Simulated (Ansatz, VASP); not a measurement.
## V in VASP and in Ansatz

File INCAR:

```
SYSTEM = V
  ALGO = Normal
  EDIFF = 1E-6
  ENCUT = 500
  GGA = PS
  GGA_COMPAT = .False.
  ISIF = 2
  ISMEAR = -1
  LASPH = .True.
  LCHARG = .False.
  LREAL = .False.
  LWAVE = .False.
  NBANDS = 12
  NELM = 120
  PREC = Accurate
  SIGMA = 0.1
```

KPOINTS

```
k-points
0
Gamma
  17 17 17
  0 0 0
```

The input POSCAR:

```
V
1.0
    2.0124163088      0.0000000000      0.0000000000
    0.0000000000      2.0124163088      0.0000000000
    0.0000000000      0.0000000000      2.0124163088
V
1
Direct
    0.0000000000      0.0000000000      0.0000000000
```

Input for Ansatz:

```yaml
crystal:
  lattice:
    - [2.0124163088, 0.0, 0.0]
    - [0.0, 2.0124163088, 0.0]
    - [0.0, 0.0, 2.0124163088]
  atoms:
    - { symbol: V, position: [0.0, 0.0, 0.0] }
kpoints:
  mp_grid: { grid: [17, 17, 17] }
scf:
  occupations: { method: fermi_dirac, width: 0.1 }
hamiltonian:
  xc: pbesol
  pseudopotentials: { kind: all_electron, lapw: { basis_error: 0.001 } }
output:
  forces: true
  stress: true
  eigenvalues: true
  populations: true
```

Change from the starting cell: volume scaled by 0.58, LAPW.

Alike in both runs: task single point; functional PBEsol; k mesh 17 × 17 × 17; occupations fermi-dirac, width 0.1 eV; no spin polarisation.

|  | VASP | Ansatz |
| --- | --- | --- |
| version | VASP 6.6.1 | Ansatz 0.2.0 |
| potentials or method | VASP PAW PBE potentials, release 64 (V_sv), cutoff 500 eV | all-electron LAPW, scalar-relativistic |

Ansatz gave:

```
pressure (GPa) : 229.5
```

Problem. Which values does VASP return?

Solution. Pressure (GPa): 241.7.

VASP's potentials were made for PBE, not for PBEsol. Both programs put the cell under a high pressure, so it lies far from rest at this level. Ansatz ran all-electron here, and VASP with PAW potentials.

Noted on VASP's run: the cell as given lies far from equilibrium.
